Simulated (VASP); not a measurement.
Crystal: WSe2.

```
W Se
1.0
     3.33652    0.00000    0.00000
    -1.66826    2.88951    0.00000
     0.00000    0.00000   13.48814
W Se
2 4
Direct
  0.66667 0.33333 0.75000
  0.33333 0.66667 0.25000
  0.33333 0.66667 0.87447
  0.66667 0.33333 0.37447
  0.33333 0.66667 0.62553
  0.66667 0.33333 0.12553
```

This cell differs from its parent crystal: equal strain along all axes, cell held: +2.0 %.

```yaml
Program: VASP 6.6.1
Task: relaxation of the atoms
Functional: PBEsol
Potentials_or_basis: VASP PAW PBE potentials, release 64 (W_sv, Se)
Cutoff: 520 eV
k_mesh: 12 × 12 × 2
Occupations: gaussian, width 0.02 eV
Spin: no spin polarisation
```

At the start: pressure -4.9 GPa; volume 21.67 Å³/atom.

Question: How do energy, volume and symmetry change on relaxing?

Answer: Over 3 steps the energy falls by 3.6 meV/atom at a fixed cell; space group P6_3/mmc (No. 194, to 0.1 Å) before and after.

The path:
| step | energy change (eV) | largest force (eV/Å) | pressure (GPa) |
| --- | --- | --- | --- |
| 1 | 0.0000 | 0.4223 | -4.89 |
| 2 | -0.0206 | 0.0802 | -3.27 |
| 3 | -0.0214 | 0.0004 | -2.90 |

Final structure:
```
CELL_PARAMETERS angstrom
3.33652 0.00000 0.00000
-1.66826 2.88951 0.00000
0.00000 0.00000 13.48814
ATOMIC_POSITIONS crystal
W 0.66667 0.33333 0.75000
W 0.33333 0.66667 0.25000
Se 0.33333 0.66667 0.87262
Se 0.66667 0.33333 0.37262
Se 0.33333 0.66667 0.62738
Se 0.66667 0.33333 0.12738
```

Caveat: the cell differs from its parent crystal (equal strain along all axes, cell held: +2.0 %); the PAW data sets were made with another functional, which shifts forces and pressure a little; this functional lacks dispersion, which binds layers or chains, so the pressure and a relaxed spacing across them are unreliable.
